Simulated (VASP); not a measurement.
Write the native input for VASP 6.6.1 that does the following.

| Quantity | Value |
| --- | --- |
| Task | electric field gradients |
| Functional | PBE |
| Potentials or basis | VASP PAW PBE potentials, release 64 (Hf_pv, O) |
| Cutoff | 520 eV |
| k mesh | 9 × 9 × 9 |
| Occupations | fermi-dirac, width 0.01 eV |
| Spin | no spin polarisation |
| Dipole correction | no |
| Further INCAR settings | ALGO = Normal; EDIFF = 1e-08; NBANDS = 18 |

The structure of HfO2 lies in POSCAR:

```
HfO2
1.0
   -0.0255750000      2.5447125000      2.5447125000
    2.5447125000     -0.0255750000      2.5447125000
    2.5447125000      2.5447125000     -0.0255750000
Hf O
1 2
Direct
    0.0000000000      0.0000000000      0.0000000000
    0.2500000000      0.2500000000      0.2500000000
    0.7500000000      0.7500000000      0.7500000000
```

This cell differs from its parent crystal: equal xy, yz and zx shear strains of -1 %.

One way to write it, as run:

INCAR

```
SYSTEM = HfO2
PREC = Accurate
ENCUT = 520
EDIFF = 1E-8
ISMEAR = -1
SIGMA = 0.01
LREAL = .FALSE.
LASPH = .TRUE.
NELM = 100
ALGO = Normal
ISIF = 2
LWAVE = .FALSE.
LCHARG = .FALSE.
GGA = PE
LEFG = .TRUE.
NBANDS = 18
```

KPOINTS

```
regular mesh
0
G
  9 9 9
  0 0 0
```

Potentials or basis: VASP PAW PBE potentials, release 64 (Hf_pv, O).

Command:

```sh
$ cat potpaw_PBE.64/Hf_pv/POTCAR potpaw_PBE.64/O/POTCAR > POTCAR
$ mpirun -np 1 vasp_std > vasp.out
```

It gave:

The pressure is -5.9 GPa, the largest force is 0.104 eV/Å and the band gap on the k mesh is 3.84 eV (least direct gap 3.95 eV). The largest electric field gradient by atom is Hf -36.2; O -1.5 V/Å².

Caveat: the cell differs from its parent crystal (equal xy, yz and zx shear strains of -1 %); the cell stands under tension; without QUAD_EFG the Cq values of the log hold for a quadrupole moment of 1 mb, not for the nuclei; spin-orbit coupling is left out, which moves the levels of the heavy elements; an odd mesh through Γ misses points on the zone boundary, where band edges can lie.

It took 110 s on 1 thread of Intel Xeon 8259CL, with other jobs on the host, peak memory 0.19 GiB.
